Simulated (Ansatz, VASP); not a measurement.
**One calculation of Ti2Co, two programs**

```
CELL_PARAMETERS angstrom
0.00000 3.36500 3.36500
3.36500 0.00000 3.36500
3.36500 3.36500 0.00000
ATOMIC_POSITIONS crystal
Ti 0.12500 0.12500 0.12500
Ti 0.62500 0.12500 0.12500
Ti 0.12500 0.12500 0.62500
Ti 0.12500 0.62500 0.12500
Co 0.50000 0.50000 0.50000
Co 0.75000 0.75000 0.75000
```

Alike in both runs: task single point; functional r2SCAN; k mesh 5 × 5 × 5; occupations gaussian, width 0.2 eV; collinear spin.

|  | VASP | Ansatz |
| --- | --- | --- |
| version | VASP 6.6.1 | Ansatz 0.2.0 |
| potentials or method | VASP PAW PBE potentials, release 64 (Ti_sv, Co), cutoff 520 eV | scalar-relativistic, plane waves, PAW |
| valence electrons in the cell | 66 | 82 |

Ansatz gave:

```
gap on the k mesh at the Fermi level (eV)                     : none
pressure (GPa)                                                : 23.9
net moment per atom (μB)                                      : 0.57
size of the moment on the site where the two differ most (μB) : 1.44
```

Which values does VASP return?

gap on the k mesh at the Fermi level (eV): none; pressure (GPa): 25.0; net moment per atom (μB): 0.57; size of the moment on the site where the two differ most (μB): 1.38.

VASP's potentials were made for PBE, not for r2SCAN. Site moments also hang on the region over which each program counts them. A gap of «none» marks a metal or a gap that the smearing closes. The functional is the same, so the differences come from potentials, cutoffs and numerics. VASP's potentials hold 66 valence electrons a cell and Ansatz's 82, so a difference there can come from the potentials and not from the codes. Ansatz's warnings: stability check not made.
